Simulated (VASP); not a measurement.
LiF: single point with r2SCAN0+D3(BJ)

LiF:

```xyz
2
Lattice="0.0000 2.0140 2.0140 2.0140 0.0000 2.0140 2.0140 2.0140 0.0000" Properties=species:S:1:pos:R:3 pbc="T T T"
F     2.0140    2.0140    2.0140
Li    0.0000    0.0000    0.0000
```

| Item | Value |
| --- | --- |
| Program | VASP 6.6.1 |
| Task | single point |
| Functional | r2SCAN0 |
| Dispersion | D3(BJ) |
| Potentials or basis | VASP PAW PBE potentials, release 64 (F, Li_sv) |
| Cutoff | 720 eV |
| k mesh | 7 × 7 × 7 |
| Occupations | fermi-dirac, width 0.1 eV |
| Spin | no spin polarisation |

* Pressure: -6.3 GPa
* Band gap on the k mesh: 12.90 eV
* Dispersion energy per atom: -0.102 eV

Levels at points of the mesh, in eV from the valence-band top:
```
           k point  band 3  band 4  band 5  band 6  band 7  band 8
(0.00, 0.00, 0.00)    0.00    0.00    0.00   12.90   28.37   28.37
```

It took 31 min on 1 thread of Intel(R) Xeon(R) Platinum 8259CL CPU @ 2.50GHz (Skylake/Cascade Lake), with other jobs on the host, peak memory 0.18 GiB.

Caveat: the cell stands under tension; the PAW data sets were made with another functional, which shifts forces and pressure a little.
